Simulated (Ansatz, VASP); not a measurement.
## CsPtS in VASP and in Ansatz

Contents of INCAR:

```
SYSTEM = CsPtS
ALGO = Normal
EDIFF = 1E-6
ENCUT = 570
GGA = PE
GGA_COMPAT = .FALSE.
ISIF = 2
ISMEAR = 0
ISPIN = 2
LASPH = .TRUE.
LCHARG = .TRUE.
LELF = .TRUE.
LMAXMIX = 4
LORBIT = 11
LREAL = .FALSE.
LVHAR = .TRUE.
LWAVE = .FALSE.
MAGMOM = 0 1 0
NBANDS = 28
NELM = 200
PREC = Accurate
SIGMA = 0.1
```

The input KPOINTS:

```
k-points
0
G
  4 4 4
  0 0 0
```

The input POSCAR:

```
CsPtS
1.0
    5.1037395559      0.0000000000      0.0000000000
    0.0000000000      5.1037395559      0.0000000000
    0.0000000000      0.0000000000      4.3218137541
Cs Pt S
1 1 1
Direct
    0.0000000000      0.0000000000      0.0000000000
    0.5000000000      0.5000000000      0.0000000000
    0.5000000000      0.5000000000      0.5000000000
```

Input for Ansatz:

```yaml
crystal:
  lattice:
    - [5.1037395559, 0.0, 0.0]
    - [0.0, 5.1037395559, 0.0]
    - [0.0, 0.0, 4.3218137541]
  atoms:
    - { symbol: Cs, position: [0.0, 0.0, 0.0] }
    - { symbol: Pt, position: [0.5, 0.5, 0.0], spin: 1.0 }
    - { symbol: S, position: [0.5, 0.5, 0.5] }
basis:
  ecutwfc: 420
kpoints:
  mp_grid: { grid: [4, 4, 4] }
hamiltonian:
  xc: pbe
scf:
  occupations: { method: gaussian, width: 0.1 }
  lower_state_search: "off"
output:
  forces: true
  stress: true
  eigenvalues: true
  populations: true
magnetization:
  spin_polarized: true
```

Change from the starting cell: species swapped into the DyCoC type (P4/mmm, No. 123).

Alike in both runs: task single point; functional PBE; k mesh 4 × 4 × 4; occupations gaussian, width 0.1 eV; collinear spin.

|  | VASP | Ansatz |
| --- | --- | --- |
| version | VASP 6.6.1 | Ansatz 0.2.0 |
| potentials or method | VASP PAW PBE potentials, release 64 (Cs_sv, Pt_sv_GW, S), cutoff 570 eV | scalar-relativistic, plane waves, PAW |
| valence electrons in the cell | 33 | 33 |

```tsv
	VASP	Ansatz	Ansatz less VASP
pressure (GPa)	0.0	0.2	+0.22
traceless stress, the component that is largest in VASP (GPa)	-0.26	-0.21	+0.056
net moment per atom (μB)	0.00	0.00	0.000
```

Ansatz's warnings: filled band counts differ across k points, seeded moment not kept.

The k mesh is coarse, so the values compare programs but aren't converged. Neither program's run includes spin-orbit coupling.
